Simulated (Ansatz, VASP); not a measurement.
Given: the input of a run of Ansatz 0.2.0 on Hf.

Contents of input.yaml:

```yaml
crystal:
  lattice:
    - [2.9521540024, 0.0, 0.0]
    - [0.0, 2.9521540024, 0.0]
    - [0.0, 0.0, 2.9521540024]
  atoms:
    - { symbol: Hf, position: [0.5, 0.5, 0.5] }
hamiltonian:
  xc: pbe
  pseudopotentials: { kind: paw, azcp: { folder: soft_1 } }
kpoints:
  mp_grid: { grid: [9, 9, 9] }
scf:
  occupations: { method: fermi_dirac, width: 0.05 }
output:
  forces: true
  stress: true
  eigenvalues: true
```

Potentials or basis: Ansatz PAW soft_1.

Command:

```sh
$ ansatz run input.yaml --threads 1 --pin off --max-ram 3584MiB --backend cpu --events-out ev --progress --plain --runs-dir out
```

Problem. Set up the same calculation for VASP 6.6.1. Potentials there: VASP PAW PBE potentials, release 64 (Hf_pv).

Solution. As run (the cutoff follows the program's own potentials):

File INCAR:

```
  PREC = Accurate
  ENCUT = 500
  EDIFF = 1E-6
  ISMEAR = -1
  SIGMA = 0.05
  LREAL = False
  LASPH = True
  NELM = 120
  ALGO = Normal
  ISIF = 2
  LWAVE = False
  LCHARG = True
  GGA = PE
  LELF = True
  LVHAR = True
  NBANDS = 11
  GGA_COMPAT = False
```

File KPOINTS:

```
regular mesh
0
Gamma
  9 9 9
```

The input POSCAR:

```
Hf
1.0
    2.9521540024      0.0000000000      0.0000000000
    0.0000000000      2.9521540024      0.0000000000
    0.0000000000      0.0000000000      2.9521540024
Hf
1
Direct
    0.5000000000      0.5000000000      0.5000000000
```

Potentials or basis: VASP PAW PBE potentials, release 64 (Hf_pv).

Run with:

```sh
$ cat potpaw_PBE.64/Hf_pv/POTCAR > POTCAR
$ mpirun -np 1 vasp_std > vasp.out
```

Both were run:

|  | VASP | Ansatz | Ansatz less VASP |
| --- | --- | --- | --- |
| gap on the k mesh at the Fermi level (eV) | none | none | - |
| pressure (GPa) | -3.0 | -2.7 | +0.27 |

A gap of «none» marks a metal or a gap that the smearing closes. With one functional, cell and mesh, what is left measures potentials, basis and numerics. VASP's potentials hold 10 valence electrons a cell and Ansatz's 26, so a difference there can come from the potentials and not from the codes.

Spin-orbit coupling is off throughout.
